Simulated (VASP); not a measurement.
Wanted: the native input for a VASP 6.6.1 run.

```yaml
Task: single point
Functional: PBE
Potentials_or_basis: VASP PAW PBE potentials, release 64 (In_d, Te, Mo_sv)
Cutoff: 520 eV
k_mesh: 3 × 3 × 3
Occupations: gaussian, width 0.2 eV
Spin: no spin polarisation
Dipole_correction: no
Further_INCAR_settings: ALGO = Normal; EDIFF = 1e-06; NBANDS = 60
```

The structure of In5TeMo2 lies in POSCAR:

```
In5TeMo2
1.0
    4.9877188810      0.0000000024      0.0000000000
   -2.4938594426      4.3194912567      0.0000000000
    0.0000000000      0.0000000000      9.0045901702
In Te Mo
5 1 2
Direct
    0.0000000000      0.0000000000      0.5000000000
    0.3333333333      0.6666666667      0.3199978657
    0.3333333333      0.6666666667      0.6800021343
    0.6666666667      0.3333333333      0.6800021343
    0.6666666667      0.3333333333      0.3199978657
    0.0000000000      0.0000000000      0.0000000000
    0.3333333333      0.6666666667      0.0000000000
    0.6666666667      0.3333333333      0.0000000000
```

The cell was built from a structure type or drawn by symmetry, and may not be a known phase.

One way to write it, as run:

INCAR

```
SYSTEM = In5TeMo2
PREC = Accurate ; ENCUT = 520
EDIFF = 1E-6 ; ISMEAR = 0
SIGMA = 0.2 ; LREAL = .False.
LASPH = .True. ; NELM = 80
ALGO = Normal ; ISIF = 2
LWAVE = .False. ; LCHARG = .False.
GGA = PE ; NBANDS = 60
```

KPOINTS

```
Automatic mesh
0
Gamma
  3 3 3
  0 0 0
```

Potentials or basis: VASP PAW PBE potentials, release 64 (In_d, Te, Mo_sv).

Run with:

```console
$ cat potpaw_PBE.64/In_d/POTCAR potpaw_PBE.64/Te/POTCAR potpaw_PBE.64/Mo_sv/POTCAR > POTCAR
$ mpirun -np 1 vasp_std > vasp.out
```

Results of the run:

```yaml
Pressure: 0.0 GPa
Largest_force: 0.039 eV/Å
Band_gap_on_the_k_mesh: zero (an odd number of electrons rules out a gap without spin polarisation)
```

Caveat: the k points lie up to 0.48 Å⁻¹ apart, too coarse for converged energies and pressures of a metal; spin-orbit coupling is left out, which moves the levels of the heavy elements.

Run time: 80 s on 1 thread of AMD EPYC 7R43 64-Core Processor (Zen 3) (shared host), peak memory 0.31 GiB.
